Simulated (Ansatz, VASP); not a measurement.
One calculation of Br, two programs

```
CELL_PARAMETERS angstrom
-1.42929 1.42929 3.91405
1.42929 -1.42929 3.91405
1.42929 1.42929 -3.91405
ATOMIC_POSITIONS crystal
Br 0.00000 0.00000 0.00000
```

Alike in both runs: task single point; functional PBEsol; k mesh 18 × 18 × 18; occupations gaussian, width 0.1 eV; no spin polarisation.

```csv
,VASP,Ansatz
version,VASP 6.6.1,Ansatz 0.2.0
potentials or method,"VASP PAW PBE potentials, release 64 (Br), cutoff 520 eV","scalar-relativistic, plane waves, PAW"
valence electrons in the cell,7,7
```

|  | VASP | Ansatz | Ansatz less VASP |
| --- | --- | --- | --- |
| gap on the k mesh at the Fermi level (eV) | none | none | - |
| pressure (GPa) | -1.5 | -1.5 | -0.02 |
| traceless stress, the component that is largest in VASP (GPa) | 1.21 | 1.24 | +0.031 |

VASP's potentials were made for PBE, not for PBEsol. A gap of «none» marks a metal or a gap that the smearing closes.
